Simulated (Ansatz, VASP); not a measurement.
# One calculation of TiCo, two programs

```xyz
2
Lattice="3.1555 0.0000 0.0000 0.0000 3.1555 0.0000 0.0000 0.0000 3.1555" Properties=species:S:1:pos:R:3 pbc="T T T"
Ti    0.0000    0.0000    0.0000
Co    1.5777    1.5777    1.5777
```

Change from the starting cell: volume scaled by 1.18, no spin polarisation, PAW files.

Alike in both runs: task single point; functional PBE; k mesh 13 × 13 × 13; occupations fermi-dirac, width 0.03 eV; no spin polarisation.

```csv
,VASP,Ansatz
version,VASP 6.6.1,Ansatz 0.2.0
potentials or method,"VASP PAW PBE potentials, release 64 (Ti_sv, Co)","PAW with Ansatz's default frozen-core files, scalar-relativistic"
plane-wave cutoff (eV),520,420
valence electrons in the cell,21,29
```

```tsv
	VASP	Ansatz	Ansatz less VASP
pressure (GPa)	-22.0	-22.0	0.00
```

VASP's potentials hold 21 valence electrons a cell and Ansatz's 29, so a difference there can come from the potentials and not from the codes.
